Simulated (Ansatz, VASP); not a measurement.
# One calculation of GaP, two programs

```
Ga P
1.0
     0.00000    2.42804    3.43325
     2.42804    0.00000    3.43325
     2.42804    2.42804    0.00000
Ga P
1 1
Direct
  0.00000 0.00000 0.00000
  0.75000 0.75000 0.75000
```

Alike in both runs: task single point; functional PBE; k mesh 10 × 10 × 10; occupations gaussian, width 0.05 eV; no spin polarisation.

```csv
,VASP,Ansatz
version,VASP 6.6.1,Ansatz 0.2.0
potentials or method,"VASP PAW PBE potentials, release 64 (Ga_d, P), cutoff 520 eV","scalar-relativistic, plane waves, PAW"
valence electrons in the cell,18,18
```

Ansatz gave:

| Quantity | Value |
| --- | --- |
| gap on the k mesh at the Fermi level (eV) | none |
| pressure (GPa) | 1.4 |
| traceless stress, the component that is largest in VASP (GPa) | -18.95 |

Q: Which values does VASP return?

A: gap on the k mesh at the Fermi level (eV): none; pressure (GPa): 1.4; traceless stress, the component that is largest in VASP (GPa): -18.92.

A gap of «none» marks a metal or a gap that the smearing closes. The functional is the same, so the differences come from potentials, cutoffs and numerics.
